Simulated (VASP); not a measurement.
# PtS2 (P-3m1) in VASP: single point with PBEsol+U

Aim: the single point of PtS2 with PBEsol+U.

Program: VASP 6.6.1. These are calculated values, not measurements. Logs are shortened: lines on timing, memory, paths and dates and some standing lists are left out, and cuts for length are marked.

### Step 1. The cell of the first run

Symmetry: P-3m1, No. 164, trigonal system. The conventional cell has a = 3.543 Å, b = 3.543 Å, c = 5.039 Å, α = 90.00°, β = 90.00°, γ = 120.00°. Pt (site symmetry -3m) has 6 S at 2.40 Å within 3.2 Å. S (site symmetry 3m) has 3 Pt at 2.40 Å and 6 S at 3.25 Å within 3.3 Å.

### Step 2. Single point, PBEsol+U, collinear spin

INCAR

```
SYSTEM = PtS2
PREC     = Accurate       ! precision mode
ENCUT    = 500            ! plane-wave cutoff, eV
EDIFF    = 1E-6           ! SCF threshold, eV
ISMEAR   = 0              ! smearing method
SIGMA    = 0.05           ! smearing width, eV
LREAL    = .False.        ! projectors in reciprocal space
LASPH    = .True.         ! aspherical terms in the spheres
NELM     = 200            ! most SCF steps
ALGO     = Normal         ! electronic algorithm
ISIF     = 2              ! what is computed and relaxed
LWAVE    = .False.        ! write WAVECAR
LCHARG   = .True.         ! write CHGCAR
ISPIN    = 2              ! spin polarisation
MAGMOM   = 4 4 0 0 0 0    ! initial moments
LORBIT   = 11             ! projections on sites
LMAXMIX  = 4              ! l up to which the mixer works
LDAU     = .True.         ! DFT+U
LDAUTYPE = 2            
LDAUL    = 2 -1           ! shell
LDAUU    = 4 0            ! U, eV
LDAUJ    = 0 0          
LDAUPRINT= 1            
GGA      = PS             ! functional
LELF     = .True.         ! ELF
LVHAR    = .True.       
NBANDS   = 43             ! bands
GGA_COMPAT= .False.
```

KPOINTS

```
Automatic mesh
0
Gamma
  7 7 3
  0 0 0
```

POSCAR

```
PtS2
1.0
    3.5431995400      0.0000000000      0.0000000000
   -1.7715997700      3.0685008100      0.0000000000
    0.0000000000      0.0000000000     10.0776001800
Pt S
2 4
Direct
    0.0000000000      0.0000000000      0.0000000000
    0.0000000000      0.0000000000      0.5000000000
    0.3333333333      0.6666666667      0.1250000000
    0.6666666667      0.3333333333      0.3750000000
    0.3333333333      0.6666666667      0.6250000000
    0.6666666667      0.3333333333      0.8750000000
```

Potentials or basis: VASP PAW PBE potentials, release 64 (Pt_sv_GW, S).

On the command line:

```console
$ cat potpaw_PBE.64/Pt_sv_GW/POTCAR potpaw_PBE.64/S/POTCAR > POTCAR
$ mpirun -np 1 vasp_std > vasp.out
```

OUTCAR:

```text
SYSTEM = PtS2
   PREC = Accurate
   ENCUT = 500
   EDIFF = 1E-6
   ISMEAR = 0
   LREAL = .False.
   LASPH = .True.
   NELM = 200
   ISIF = 2
   ISPIN = 2
   LORBIT = 11
   GGA = PS

 ion  position               nearest neighbor table
   1  0.000  0.000  0.000-   3 2.40   6 2.40   6 2.40   3 2.40   6 2.40   3 2.40
   2  0.000  0.000  0.500-   5 2.40   4 2.40   5 2.40   4 2.40   4 2.40   5 2.40
   3  0.333  0.667  0.125-   1 2.40   1 2.40   1 2.40
   4  0.667  0.333  0.375-   2 2.40   2 2.40   2 2.40
   5  0.333  0.667  0.625-   2 2.40   2 2.40   2 2.40
   6  0.667  0.333  0.875-   1 2.40   1 2.40   1 2.40

  LATTYP: Found a hexagonal cell.
 ALAT       =     3.5431995400
 C/A-ratio  =     2.8442090450

  Lattice vectors:

 A1 = (   3.5431995400,   0.0000000000,   0.0000000000)
 A2 = (  -1.7715997700,   3.0685008100,   0.0000000000)
 A3 = (   0.0000000000,   0.0000000000,  10.0776001800)

Analysis of symmetry for initial positions (statically):
=====================================================================
 Subroutine PRICEL returns following result:

  LATTYP: Found a hexagonal cell.
 ALAT       =     3.5431995400
 C/A-ratio  =     1.4221045225
[... 12 lines left out ...]
 Subroutine GETGRP returns: Found 12 space group operations
 (whereof 12 operations were pure point group operations)
 out of a pool of 24 trial point group operations.

The static configuration has the point symmetry D_3d.

Analysis of symmetry for dynamics (positions and initial velocities):
=====================================================================
 Subroutine PRICEL returns following result:

  LATTYP: Found a hexagonal cell.
 ALAT       =     3.5431995400
 C/A-ratio  =     1.4221045225
[... 12 lines left out ...]
 Subroutine GETGRP returns: Found 12 space group operations
 (whereof 12 operations were pure point group operations)
 out of a pool of 24 trial point group operations.

The dynamic configuration has the point symmetry D_3d.

Analysis of structural, dynamic, and magnetic symmetry:
=====================================================================
 Subroutine PRICEL returns following result:
[... 225 lines left out ...]
  o =  0.8942  v =  0.0000  0.0000  0.0000  0.0000  0.0000  0.0000  0.0000 -1.0000 -0.0000  0.0000      0.0000  0.0000  0.0000  0.0000  0.0000  0.0000  0.0000  0.0000  0.0000  0.0000
  o =  0.8942  v =  0.0000  0.0000 -1.0000 -0.0000  0.0000  0.0000  0.0000  0.0000  0.0000  0.0000      0.0000  0.0000  0.0000  0.0000  0.0000  0.0000  0.0000  0.0000  0.0000  0.0000

 number of electron      59.9999996 magnetization      -0.0002831

 Free energy of the ion-electron system (eV)
  ---------------------------------------------------
  ext. energy  EPLUGINS =         0.00000000
  ---------------------------------------------------
  free energy    TOTEN  =       -27.24489257 eV

  energy without entropy =      -27.24489257  energy(sigma->0) =      -27.24489257

 E-fermi :   6.8020     XC(G=0): -11.0446

 val. band max:        6.6272307392   @ k =   0.0000   0.0000   0.0000
 cond. band min:       6.9886647731   @ k =   0.2857   0.0000   0.3333
 fundamental gap:      0.3614340339
 Fermi energy:         6.8020349650

 spin component 1

 k-point     1 :       0.0000    0.0000    0.0000
  band No.  band energies     occupation
      1     -92.3305      1.00000
      2     -92.3303      1.00000
      3     -46.6563      1.00000
      4     -46.6563      1.00000
      5     -46.6561      1.00000
      6     -46.6561      1.00000
[... 889 lines left out ...]
     41      15.3255      0.00000
     42      15.4351      0.00000
 Fermi energy:         6.8020349650

 spin component 2

 k-point     1 :       0.0000    0.0000    0.0000
  band No.  band energies     occupation
      1     -92.3305      1.00000
      2     -92.3303      1.00000
      3     -46.6563      1.00000
      4     -46.6563      1.00000
      5     -46.6561      1.00000
      6     -46.6561      1.00000
[... 889 lines left out ...]
     41      15.3254      0.00000
     42      15.4350      0.00000
 [bands above 42 left out]

------------------------ aborting loop because EDIFF is reached ----------------------------------------

  FORCE on cell =-STRESS in cart. coord.  units (eV):
  Direction    XX          YY          ZZ          XY          YZ          ZX
  --------------------------------------------------------------------------------------
  -------------------------------------------------------------------------------------
  Total       -2.6022836     -2.6022836     -3.1075729      0.0000000      0.0000000      0.0000000
  in kB      -38.0527659    -38.0527658    -45.4415277      0.0000000      0.0000000      0.0000000
  external PRESSURE =     -40.5156865 kB  Pullay stress =       0.0000000 kB

 VOLUME and BASIS-vectors are now :
 -----------------------------------------------------------------------------
  energy-cutoff  :      500.00
  volume of cell :      109.57
      direct lattice vectors                 reciprocal lattice vectors
     3.543199540  0.000000000  0.000000000     0.282230789  0.162946022  0.000000000
    -1.771599770  3.068500810  0.000000000     0.000000000  0.325892044  0.000000000
     0.000000000  0.000000000 10.077600180     0.000000000  0.000000000  0.099229974

 POSITION                                       TOTAL-FORCE (eV/Angst)
 -----------------------------------------------------------------------------------
      0.00000      0.00000      0.00000         0.000000      0.000000      0.000000
      0.00000      0.00000      5.03880         0.000000      0.000000      0.000000
     -0.00000      2.04567      1.25970         0.000000     -0.000000     -0.532531
      1.77160      1.02283      3.77910        -0.000000      0.000000      0.532531
     -0.00000      2.04567      6.29850         0.000000     -0.000000     -0.532531
      1.77160      1.02283      8.81790        -0.000000      0.000000      0.532531
 -----------------------------------------------------------------------------------
    total drift:                               -0.000000     -0.000000      0.000000

  FREE ENERGIE OF THE ION-ELECTRON SYSTEM (eV)
  ---------------------------------------------------
  free  energy   TOTEN  =       -27.2448925675 eV

  energy  without entropy=      -27.2448925655  energy(sigma->0) =      -27.24489257

 total charge

# of ion       s       p       d       f       tot
--------------------------------------------------
    1        4.666   6.116   7.657   0.032  18.470
    2        4.666   6.116   7.657   0.032  18.470
    3        1.358   2.248   0.000   0.000   3.606
    4        1.358   2.248   0.000   0.000   3.606
    5        1.358   2.248   0.000   0.000   3.606
    6        1.358   2.248   0.000   0.000   3.606
--------------------------------------------------
tot         14.764  21.223  15.313   0.063  51.364

 magnetization (x)

# of ion       s       p       d       f       tot
--------------------------------------------------
    1       -0.000  -0.000  -0.000   0.000  -0.000
    2       -0.000  -0.000  -0.000   0.000  -0.000
    3        0.000   0.000   0.000   0.000   0.000
    4        0.000   0.000   0.000   0.000   0.000
    5        0.000   0.000   0.000   0.000   0.000
    6        0.000   0.000   0.000   0.000   0.000
--------------------------------------------------
tot         -0.000   0.000  -0.000   0.000   0.000
```

It took 5.3 min on 1 thread of Intel Xeon Platinum 8488C (Sapphire Rapids), shared host; peak memory 0.36 GiB.

Results:

| Quantity | Value |
| --- | --- |
| Free energy | -27.2449 eV |
| Pressure | -4.1 GPa |
| Largest force | 0.533 eV/Å |
| Band gap on the k mesh | 0.36 eV |
| Net moment | 0.00 μB per cell |
| Valence electrons inside the program's atomic spheres | Pt 18.47; S 3.61 |

Forces on the atoms (eV/Å):
```
Pt   0.000  0.000  0.000
Pt   0.000  0.000  0.000
S    0.000  0.000 -0.533
S    0.000  0.000  0.533
S    0.000  0.000 -0.533
S    0.000  0.000  0.533
```

Stress tensor (GPa, compression positive):
```
-3.81  0.00  0.00
 0.00 -3.81  0.00
 0.00  0.00 -4.54
```

Levels at points of the mesh, in eV from the valence-band top:
Spin up:
| k point | band 26 | band 27 | band 28 | band 29 | band 30 | band 31 | band 32 | band 33 | band 34 | band 35 |
| --- | --- | --- | --- | --- | --- | --- | --- | --- | --- | --- |
| (0.00, 0.00, 0.00) | -1.45 | -1.45 | -1.12 | -1.12 | 0.00 | 1.71 | 1.71 | 2.41 | 2.41 | 4.37 |
Spin down:
```
           k point  band 28  band 29  band 30  band 31  band 32  band 33
(0.00, 0.00, 0.00)    -1.12    -1.12     0.00     1.71     1.71     2.41
```

Eigenvalues of the final occupation matrices:
```
    site  spin  trace               eigenvalues
site 1 d     1   3.86  0.59 0.59 0.89 0.89 0.89
site 1 d     2   3.86  0.59 0.59 0.89 0.89 0.89
site 2 d     1   3.86  0.59 0.59 0.89 0.89 0.89
site 2 d     2   3.86  0.59 0.59 0.89 0.89 0.89
```

Caveat: the cell stands under tension; the PAW data sets were made with another functional, which shifts forces and pressure a little; spin-orbit coupling is left out, which moves the levels of the heavy elements; an odd mesh through Γ misses points on the zone boundary, where band edges can lie.
